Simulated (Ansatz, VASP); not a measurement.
One calculation of Ba, two programs

File POSCAR:

```
Ba
1.0
   -3.9398534081      3.9398534081      2.1492627616
    3.9398534081     -3.9398534081      2.1492627616
    3.9398534081      3.9398534081     -2.1492627616
Ba
2
Direct
    0.0000000000      0.0000000000      0.0000000000
    0.7500000000      0.2500000000      0.5000000000
```

The input INCAR.step1:

```
SYSTEM = Ba
PREC = Accurate ; ENCUT = 520
ISMEAR = 0 ; SIGMA = 0.1
LREAL = .False. ; LASPH = .True.
NELM = 100 ; NBANDS = 17
GGA = PE ; ALGO = Normal
EDIFF = 1E-4 ; LWAVE = .True.
LCHARG = .False.
```

The input INCAR.step2:

```
SYSTEM = Ba
PREC = Accurate ; ENCUT = 520
EDIFF = 1E-7 ; ISMEAR = 0
SIGMA = 0.1 ; LREAL = .False.
LASPH = .True. ; NELM = 100
ALGO = Normal ; ISIF = 2
LWAVE = .False. ; LCHARG = .True.
METAGGA = R2SCAN ; LMIXTAU = .True.
LELF = .True. ; LVHAR = .True.
NBANDS = 17 ; ISTART = 1
```

KPOINTS

```
Automatic mesh
0
Gamma
  6 6 6
  0 0 0
```

Input for Ansatz:

```yaml
crystal:
  lattice:
    - [-3.9398534081, 3.9398534081, 2.1492627616]
    - [3.9398534081, -3.9398534081, 2.1492627616]
    - [3.9398534081, 3.9398534081, -2.1492627616]
  atoms:
    - { symbol: Ba, position: [0.0, 0.0, 0.0] }
    - { symbol: Ba, position: [0.75, 0.25, 0.5] }
basis:
  ecutwfc: 500
kpoints:
  mp_grid: { grid: [6, 6, 6] }
hamiltonian:
  xc: r2scan
scf:
  occupations: { method: gaussian, width: 0.1 }
  lower_state_search: "off"
output:
  forces: true
  stress: true
  eigenvalues: true
```

Alike in both runs: task single point; functional r2SCAN; k mesh 6 × 6 × 6; occupations gaussian, width 0.1 eV; no spin polarisation.

|  | VASP | Ansatz |
| --- | --- | --- |
| version | VASP 6.6.1 | Ansatz 0.2.0 |
| potentials or method | VASP PAW PBE potentials, release 64 (Ba_sv), cutoff 520 eV | scalar-relativistic, plane waves, PAW |
| valence electrons in the cell | 20 | 20 |

```csv
,VASP,Ansatz,Ansatz less VASP
gap on the k mesh at the Fermi level (eV),none,none,-
pressure (GPa),-0.7,-0.7,-0.07
"traceless stress, the component that is largest in VASP (GPa)",-0.14,-0.13,+0.017
```

VASP's potentials were made for PBE, not for r2SCAN. A gap of «none» marks a metal or a gap that the smearing closes.

Neither program's run includes spin-orbit coupling.
